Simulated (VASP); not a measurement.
# Pb (P6_3/mmc) in VASP: notebook

Pb is run at these levels: r2SCAN; tasks: single point.

All numbers are computed with VASP 6.6.1; they aren't measurements. Logs are shortened: lines on timing, memory, paths and dates and some standing lists are left out, and cuts for length are marked.

## (1) The cell of the first run

The structure is hexagonal, space group P6_3/mmc (No. 194). Conventional cell: a = 3.619 Å, b = 3.619 Å, c = 6.037 Å, α = 90.00°, β = 90.00°, γ = 120.00°. Pb (site symmetry -6m2) has 12 Pb at 3.62 to 3.67 Å within 4.8 Å.

This isn't the form of Pb at room conditions, which is fcc.

## (2) Single point, r2SCAN (strain +0.040 along x and y, +0.080 along z)

Input file POSCAR:

```
Pb
1.0
    3.6192007182      0.0000000000      0.0000000000
   -1.8096003591      3.1343197634      0.0000000000
    0.0000000000      0.0000000000      6.0372000000
Pb
2
Direct
    0.3333333333      0.6666666667      0.2500000000
    0.6666666667      0.3333333333      0.7500000000
```

Input file INCAR.step1:

```
  ALGO = Normal
  EDIFF = 1E-4
  ENCUT = 520
  GGA = PE
  ISMEAR = 0
  LASPH = T
  LCHARG = F
  LREAL = F
  LWAVE = T
  NBANDS = 21
  NELM = 100
  PREC = Accurate
  SIGMA = 0.15
```

Input file INCAR.step2:

```
  ALGO = Normal
  EDIFF = 1E-6
  ENCUT = 520
  ISIF = 2
  ISMEAR = 0
  ISTART = 1
  LASPH = T
  LCHARG = F
  LMIXTAU = T
  LREAL = F
  LWAVE = F
  METAGGA = R2SCAN
  NBANDS = 21
  NELM = 100
  PREC = Accurate
  SIGMA = 0.15
```

Input file KPOINTS:

```
k-points
0
Gamma
  18 18 10
```

Potentials or basis: VASP PAW PBE potentials, release 64 (Pb_d).

Command:

```console
$ cat potpaw_PBE.64/Pb_d/POTCAR > POTCAR
$ cp INCAR.step1 INCAR
$ mpirun -np 1 vasp_std > vasp.out
$ cp INCAR.step2 INCAR
$ mpirun -np 1 vasp_std > vasp.out
```

OUTCAR:

```text
EDIFF = 1E-6
   ENCUT = 520
   ISIF = 2
   ISMEAR = 0
   ISTART = 1
   LASPH = T
   LREAL = F
   METAGGA = R2SCAN
   NELM = 100
   PREC = Accurate

 ion  position               nearest neighbor table
   1  0.333  0.667  0.250-   2 3.67   2 3.67   2 3.67   2 3.67   2 3.67   2 3.67
   2  0.667  0.333  0.750-   1 3.67   1 3.67   1 3.67   1 3.67   1 3.67   1 3.67

  LATTYP: Found a hexagonal cell.
 ALAT       =     3.6192007182
 C/A-ratio  =     1.6681031173

  Lattice vectors:

 A1 = (   3.6192007182,   0.0000000000,   0.0000000000)
 A2 = (  -1.8096003591,   3.1343197634,   0.0000000000)
 A3 = (   0.0000000000,   0.0000000000,   6.0372000000)

Analysis of symmetry for initial positions (statically):
=====================================================================
 Subroutine PRICEL returns:
 Original cell was already a primitive cell.

 Routine SETGRP: Setting up the symmetry group for a
 hexagonal supercell.

 Subroutine GETGRP returns: Found 24 space group operations
 (whereof 12 operations were pure point group operations)
 out of a pool of 24 trial point group operations.

The static configuration has the point symmetry D_3d.
 The point group associated with its full space group is D_6h.

Analysis of symmetry for dynamics (positions and initial velocities):
=====================================================================
 Subroutine PRICEL returns:
 Original cell was already a primitive cell.

 Routine SETGRP: Setting up the symmetry group for a
 hexagonal supercell.

 Subroutine GETGRP returns: Found 24 space group operations
 (whereof 12 operations were pure point group operations)
 out of a pool of 24 trial point group operations.

The dynamic configuration has the point symmetry D_3d.
 The point group associated with its full space group is D_6h.

 Subroutine INISYM returns: Found 24 space group operations
 (whereof 12 operations are pure point group operations),
 and found     1 'primitive' translations

----------------------------------------------------------------------------------------

                                     Primitive cell

  volume of cell :      68.4844

  direct lattice vectors                    reciprocal lattice vectors
     3.619200718  0.000000000  0.000000000     0.276304101  0.159524247  0.000000000
    -1.809600359  3.134319763  0.000000000     0.000000000  0.319048494  0.000000000
     0.000000000  0.000000000  6.037200000     0.000000000  0.000000000  0.165639701
[... 81 lines left out ...]
   LASPH  =      T    aspherical Exc in radial PAW
   ENCUT  =  520.0 eV  38.22 Ry    6.18 a.u.   6.73  6.73 11.23*2*pi/ulx,y,z
   NELM   =    100;   NELMIN=  2; NELMDL=  0     # of ELM steps
   EDIFF  = 0.1E-05   stopping-criterion for ELM
   LREAL  =      F    real-space projection
   EDIFFG = 0.1E-04   stopping-criterion for IOM
   NSW    =      0    number of steps for IOM
   IBRION =     -1    ionic relax: 0-MD 1-quasi-New 2-CG
   NFREE  =      0    steps in history (QN), initial steepest desc. (CG)
   ISIF   =      2    stress and relaxation
   ISYM   =      2    0-nonsym 1-usesym 2-fastsym
   POTIM  = 0.5000    time-step for ionic-motion
   TEBEG  =    0.0;   TEEND  =   0.0 temperature during run
   PSTRESS=    0.0 pullay stress
   NELECT =      28.0000    total number of electrons
   NUPDOWN=      -1.0000    fix difference up-down
   EMIN   =  10.00;   EMAX   =-10.00  energy-range for DOS
   EFERMI =   0.00;   METHOD = LEGACY
   ISMEAR =     0;   SIGMA  =   0.15  broadening in eV -4-tet -1-fermi 0-gaus
   EFERMI_NEDOS =   21; number of points for ismear=-14 and -15
   IALGO  =     38    algorithm
   IMIX   =      4    mixing-type and parameters
     AMIX     =   0.40;   BMIX     =  1.00
     AMIX_MAG =   1.60;   BMIX_MAG =  1.00
  volume/ion in A,a.u.               =      34.24       231.08
  Fermi-wavevector in a.u.,A,eV,Ry     =   1.215058  2.296127 20.087177  1.476366
  Thomas-Fermi vector in A             =   2.350457
   LORBIT       =      0    0 simple, 1 ext, 2 COOP (PROOUT), +10 PAW based schemes
   METAGGA = R2SCAN    functional components
   LHFCALC =     F    Hartree Fock is set to
   AEXX    =    0.0000 exact exchange contribution
   IVDW    =     0    specifies the selected vdW correction
   LEPSILON=     F    determine dielectric tensor
   LRPA    =     F    only Hartree local field effects (RPA)
 non-spin polarized calculation
 Gauss-broadening in eV      SIGMA  =   0.15
  energy-cutoff  :      520.00
  volume of cell :       68.48
 maximum number of plane-waves:      1870
 NGX is ok and might be reduce to    28
   NGX = 13   NGY = 13   NGZ = 23

 number of electron      28.0000007 magnetization

 Free energy of the ion-electron system (eV)
  ---------------------------------------------------
  ext. energy  EPLUGINS =         0.00000000
  ---------------------------------------------------
  free energy    TOTEN  =      -112.46193905 eV

  energy without entropy =     -112.44585438  energy(sigma->0) =     -112.45389672

 E-fermi :   5.9097     XC(G=0): -10.2832

 val. band max:        5.9076707558   @ k =   0.3333   0.0000   0.2000
 cond. band min:       5.9105859239   @ k =   0.1667   0.1667   0.1000
 fundamental gap:      0.0029151681
 Fermi energy:         5.9097304385

 k-point     1 :       0.0000    0.0000    0.0000
  band No.  band energies     occupation
      1     -11.7372      2.00000
      2     -11.7350      2.00000
      3     -11.7132      2.00000
      4     -11.7132      2.00000
      5     -11.7001      2.00000
      6     -11.7001      2.00000
[... 565 lines left out ...]
     20      13.8468      0.00000
     21      17.2320      0.00000

 [... further k-points ...]

------------------------ aborting loop because EDIFF is reached ----------------------------------------

  FORCE on cell =-STRESS in cart. coord.  units (eV):
  Direction    XX          YY          ZZ          XY          YZ          ZX
  --------------------------------------------------------------------------------------
  -------------------------------------------------------------------------------------
  Total       -1.4983738     -1.4983738     -1.4620243      0.0000000      0.0000000     -0.0000000
  in kB      -35.0541318    -35.0541318    -34.2037422      0.0000000      0.0000000     -0.0000000
  external PRESSURE =     -34.7706686 kB  Pullay stress =       0.0000000 kB

 VOLUME and BASIS-vectors are now :
 -----------------------------------------------------------------------------
  energy-cutoff  :      520.00
  volume of cell :       68.48
      direct lattice vectors                 reciprocal lattice vectors
     3.619200718  0.000000000  0.000000000     0.276304101  0.159524247  0.000000000
    -1.809600359  3.134319763  0.000000000     0.000000000  0.319048494  0.000000000
     0.000000000  0.000000000  6.037200000     0.000000000  0.000000000  0.165639701

 POSITION                                       TOTAL-FORCE (eV/Angst)
 -----------------------------------------------------------------------------------
     -0.00000      2.08955      1.50930         0.000000     -0.000000      0.000000
      1.80960      1.04477      4.52790        -0.000000      0.000000      0.000000
 -----------------------------------------------------------------------------------
    total drift:                               -0.000000      0.000000      0.000000

  FREE ENERGIE OF THE ION-ELECTRON SYSTEM (eV)
  ---------------------------------------------------
  free  energy   TOTEN  =      -112.4619390539 eV

  energy  without entropy=     -112.4458543788  energy(sigma->0) =     -112.45389672
```

OUTCAR.step1:

```text
EDIFF = 1E-4
   ENCUT = 520
   GGA = PE
   ISMEAR = 0
   LASPH = T
[... 800 lines left out ...]
 -----------------------------------------------------------------------------------
     -0.00000      2.08955      1.50930         0.000000      0.000000      0.000000
      1.80960      1.04477      4.52790        -0.000000     -0.000000      0.000000
 -----------------------------------------------------------------------------------
    total drift:                               -0.000000      0.000000      0.000000

  FREE ENERGIE OF THE ION-ELECTRON SYSTEM (eV)
  ---------------------------------------------------
  free  energy   TOTEN  =        -7.0683992360 eV

  energy  without entropy=       -7.0518741505  energy(sigma->0) =       -7.06013669
```

OSZICAR.step1:

```text
N       E                     dE             d eps       ncg     rms          rms(c)
DAV:   1     0.292709452903E+03    0.29271E+03   -0.14131E+04  9334   0.156E+03
DAV:   2     0.145615068876E+02   -0.27815E+03   -0.27180E+03  9394   0.399E+02
DAV:   3    -0.637724024846E+01   -0.20939E+02   -0.20744E+02 11275   0.135E+02
DAV:   4    -0.705049535503E+01   -0.67326E+00   -0.67299E+00 11081   0.283E+01
DAV:   5    -0.708446887509E+01   -0.33974E-01   -0.33973E-01 12585   0.579E+00    0.619E-01
DAV:   6    -0.707101323542E+01    0.13456E-01   -0.34766E-02 12503   0.223E+00    0.333E-01
DAV:   7    -0.706830553727E+01    0.27077E-02   -0.13403E-02 12114   0.146E+00    0.132E-01
DAV:   8    -0.706841631738E+01   -0.11078E-03   -0.12001E-03 11542   0.497E-01    0.226E-02
DAV:   9    -0.706839923597E+01    0.17081E-04   -0.36087E-05  6092   0.956E-02
   1 F= -.70683992E+01 E0= -.70601367E+01  d E =-.165251E-01
```

Wall time 12 min (1 thread of Oxide Virtual Turin-like, shared host); peak memory 0.34 GiB.

What came out:

- Free energy: -112.4619 eV
- Pressure: -3.5 GPa
- Band gap on the k mesh: zero (bands 14 and 15 overlap by 7.18 eV)

Caveat: the cell differs from its parent crystal (strain +0.040 along x and y, +0.080 along z); the cell stands under tension; the PAW data sets were made with another functional, which shifts forces and pressure a little; spin-orbit coupling is left out, which moves the levels of the heavy elements.

## (3) Single point, r2SCAN (strain +0.080 along x and y, +0.040 along z)

Input file POSCAR:

```
Pb
1.0
    3.7584007458      0.0000000000      0.0000000000
   -1.8792003729      3.2548705235      0.0000000000
    0.0000000000      0.0000000000      5.8136000000
Pb
2
Direct
    0.3333333333      0.6666666667      0.2500000000
    0.6666666667      0.3333333333      0.7500000000
```

Input file INCAR.step1:

```
PREC = Accurate
ENCUT = 520
ISMEAR = 0
SIGMA = 0.15
LREAL = F
LASPH = T
NELM = 100
NBANDS = 21
GGA = PE
ALGO = Normal
EDIFF = 1E-4
LWAVE = T
LCHARG = F
```

Input file INCAR.step2:

```
PREC = Accurate
ENCUT = 520
EDIFF = 1E-6
ISMEAR = 0
SIGMA = 0.15
LREAL = F
LASPH = T
NELM = 100
ALGO = Normal
ISIF = 2
LWAVE = F
LCHARG = F
METAGGA = R2SCAN
LMIXTAU = T
NBANDS = 21
ISTART = 1
```

Input file KPOINTS:

```
regular mesh
0
Gamma
  18 18 10
```

Potentials or basis: VASP PAW PBE potentials, release 64 (Pb_d).

Command:

```console
$ cat potpaw_PBE.64/Pb_d/POTCAR > POTCAR
$ cp INCAR.step1 INCAR
$ mpirun -np 1 vasp_std > vasp.out
$ cp INCAR.step2 INCAR
$ mpirun -np 1 vasp_std > vasp.out
```

It took 14 min on 1 thread of Oxide Virtual Turin-like, shared host; peak memory 0.35 GiB.

Results (log left out):

```yaml
Free_energy: -112.3785 eV
Pressure: -4.2 GPa
Band_gap_on_the_k_mesh: zero (bands 14 and 15 overlap by 6.35 eV)
```

Stress tensor (GPa, compression positive):
```
-4.76  0.00  0.00
 0.00 -4.76  0.00
 0.00  0.00 -3.18
```

Levels at points of the mesh, in eV from the Fermi level:
| k point | band 11 | band 12 | band 13 | band 14 | band 15 | band 16 | band 17 | band 18 |
| --- | --- | --- | --- | --- | --- | --- | --- | --- |
| (0.00, 0.00, 0.00) | -11.25 | -7.91 | -3.48 | 4.38 | 4.38 | 6.08 | 6.08 | 7.28 |
| (0.50, 0.00, 0.00) | -8.59 | -7.45 | -2.50 | -0.95 | -0.35 | 1.58 | 1.84 | 4.98 |
| (0.00, 0.00, 0.50) | -10.10 | -10.10 | 1.12 | 1.12 | 5.20 | 5.20 | 5.20 | 5.20 |
| (0.50, 0.00, 0.50) | -7.91 | -7.91 | -3.15 | -3.15 | 2.89 | 2.89 | 3.40 | 3.40 |

Caveat: the cell differs from its parent crystal (strain +0.080 along x and y, +0.040 along z); the cell stands under tension; the PAW data sets were made with another functional, which shifts forces and pressure a little; spin-orbit coupling is left out, which moves the levels of the heavy elements.

## (4) Single point, r2SCAN (strain -0.080 along x and y, -0.080 along z)

Input file POSCAR:

```
Pb
1.0
    3.2016006353      0.0000000000      0.0000000000
   -1.6008003177      2.7726674830      0.0000000000
    0.0000000000      0.0000000000      5.1428000000
Pb
2
Direct
    0.3333333333      0.6666666667      0.2500000000
    0.6666666667      0.3333333333      0.7500000000
```

Input file INCAR.step1:

```
PREC = Accurate
ENCUT = 520
ISMEAR = 0
SIGMA = 0.15
LREAL = False
LASPH = True
NELM = 80
NBANDS = 21
GGA = PE
ALGO = Normal
EDIFF = 1E-4
LWAVE = True
LCHARG = False
```

Input file INCAR.step2:

```
PREC = Accurate
ENCUT = 520
EDIFF = 1E-7
ISMEAR = 0
SIGMA = 0.15
LREAL = False
LASPH = True
NELM = 80
ALGO = Normal
ISIF = 2
LWAVE = False
LCHARG = False
METAGGA = R2SCAN
LMIXTAU = True
NBANDS = 21
ISTART = 1
```

Input file KPOINTS:

```
Automatic mesh
0
Gamma
  18 18 10
```

Command:

```console
$ cat potpaw_PBE.64/Pb_d/POTCAR > POTCAR
$ cp INCAR.step1 INCAR
$ mpirun -np 1 vasp_std > vasp.out
$ cp INCAR.step2 INCAR
$ mpirun -np 1 vasp_std > vasp.out
```

Wall time 15 min (1 thread of Oxide Virtual Turin-like, shared host); peak memory 0.26 GiB.

Results (log left out):

| Item | Value |
| --- | --- |
| Free energy | -111.4430 eV |
| Pressure | 28.4 GPa |
| Band gap on the k mesh | zero (bands 14 and 15 overlap by 10.44 eV) |

Stress tensor (GPa, compression positive):
```
27.65  0.00  0.00
 0.00 27.65  0.00
 0.00  0.00 29.87
```

Levels at points of the mesh, in eV from the Fermi level:
| k point | band 10 | band 11 | band 12 | band 13 | band 14 | band 15 | band 16 | band 17 | band 18 | band 19 |
| --- | --- | --- | --- | --- | --- | --- | --- | --- | --- | --- |
| (0.00, 0.00, 0.00) | -17.59 | -14.75 | -8.60 | -6.05 | 7.33 | 7.33 | 9.94 | 9.97 | 9.97 | 10.61 |
| (0.50, 0.00, 0.00) | -17.52 | -9.40 | -8.03 | -3.13 | -1.94 | -1.00 | 2.13 | 2.20 | 7.50 | 7.56 |
| (0.00, 0.00, 0.50) | -17.72 | -12.99 | -12.99 | 1.64 | 1.64 | 8.56 | 8.56 | 8.56 | 8.56 | 10.05 |
| (0.50, 0.00, 0.50) | -17.54 | -8.02 | -8.02 | -5.35 | -5.35 | 4.27 | 4.27 | 5.02 | 5.02 | 8.20 |

Caveat: the cell differs from its parent crystal (strain -0.080 along x and y, -0.080 along z); the cell stands under pressure; the PAW data sets were made with another functional, which shifts forces and pressure a little; spin-orbit coupling is left out, which moves the levels of the heavy elements.

(Part 1 of 2 ends here.)

The gap in the log of VASP goes by the Fermi energy; the results here count the filled bands.